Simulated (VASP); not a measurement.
**GaSb: single point with PBE**

GaSb:

```xyz
2
Lattice="0.0000 3.2623 3.2623 3.2623 0.0000 3.2623 3.2623 3.2623 0.0000" Properties=species:S:1:pos:R:3 pbc="T T T"
Ga    0.0000    0.0000    0.0000
Sb    4.8934    4.8934    4.8934
```

This cell differs from its parent crystal: strain +0.050 along x and y, +0.050 along z.

| Quantity | Value |
| --- | --- |
| Program | VASP 6.6.1 |
| Task | single point |
| Functional | PBE |
| Potentials or basis | VASP PAW PBE potentials, release 64 (Ga_d, Sb) |
| Cutoff | 520 eV |
| k mesh | 16 × 16 × 16 |
| Occupations | gaussian, width 0.15 eV |
| Spin | no spin polarisation |

- Pressure: -4.5 GPa
- Band gap on the k mesh: zero (filled and empty bands touch)

Levels at points of the mesh, in eV from the Fermi level:
```csv
k point,band 5,band 6,band 7,band 8,band 9,band 10,band 11,band 12,band 13,band 14
"(0.00, 0.00, 0.00)",-14.78,-10.34,-1.27,-0.05,-0.05,-0.05,2.75,2.75,2.75,5.55
"(0.50, 0.00, 0.00)",-14.78,-9.17,-5.61,-0.93,-0.93,0.01,3.66,3.66,6.43,7.96
"(0.50, 0.50, 0.00)",-14.78,-8.60,-6.08,-2.02,-2.02,0.98,1.51,7.42,7.42,8.54
```

Wall time 53 s on 1 thread of Intel(R) Xeon(R) 6975P-C (Granite Rapids) (shared host), peak memory 0.32 GiB.

Caveat: the cell differs from its parent crystal (strain +0.050 along x and y, +0.050 along z); spin-orbit coupling is left out, which moves the levels of the heavy elements.
